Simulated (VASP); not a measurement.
Wanted: the native input for a VASP 6.6.1 run.

| Property | Result |
| --- | --- |
| Task | single point |
| Functional | PBE |
| Potentials or basis | VASP PAW PBE potentials, release 64 (Sr_sv, O) |
| Cutoff | 520 eV |
| k mesh | 9 × 9 × 4 |
| Occupations | gaussian, width 0.05 eV |
| Spin | no spin polarisation |
| Dipole correction | no |
| Further INCAR settings | ALGO = Normal; EDIFF = 1e-06; NBANDS = 24 |

The structure of SrO lies in POSCAR:

```
SrO
1.0
    3.5769478779      0.0000000000      0.0000000000
   -1.7884739390      3.0977277303      0.0000000000
    0.0000000000      0.0000000000      6.2426216355
Sr O
2 2
Direct
    0.3333333333      0.6666666667      0.2500000000
    0.6666666667      0.3333333333      0.7500000000
   -0.0796768669      0.0000000000      0.0000000000
    0.0796768669      0.0000000000      0.5000000000
```

This cell differs from its parent crystal: mode 6 frozen in at -0.285 Å and mode 7 at +0.000 Å (largest displacements).

These files were run (other wordings do the same):

INCAR

```
PREC     = Accurate       # precision mode
ENCUT    = 520            # plane-wave cutoff, eV
EDIFF    = 1E-6           # SCF threshold, eV
ISMEAR   = 0              # smearing method
SIGMA    = 0.05           # smearing width, eV
LREAL    = F              # projectors in reciprocal space
LASPH    = T              # aspherical terms in the spheres
NELM     = 60             # most SCF steps
ALGO     = Normal         # electronic algorithm
ISIF     = 2              # what is computed and relaxed
LWAVE    = F              # write WAVECAR
LCHARG   = F              # write CHGCAR
GGA      = PE             # functional
NBANDS   = 24             # bands
```

KPOINTS

```
Automatic mesh
0
Gamma
  9 9 4
```

Potentials or basis: VASP PAW PBE potentials, release 64 (Sr_sv, O).

Command:

```sh
$ cat potpaw_PBE.64/Sr_sv/POTCAR potpaw_PBE.64/O/POTCAR > POTCAR
$ mpirun -np 1 vasp_std > vasp.out
```

It gave:

```json
{
  "Pressure": "2.8 GPa",
  "Largest force": "0.672 eV/Å",
  "Band gap on the k mesh": "3.14 eV, direct"
}
```

Caveat: the cell differs from its parent crystal (mode 6 frozen in at -0.285 Å and mode 7 at +0.000 Å (largest displacements)).

It took 100 s on 1 thread of Intel Xeon 6975P-C, on a shared host, peak memory 0.25 GiB.
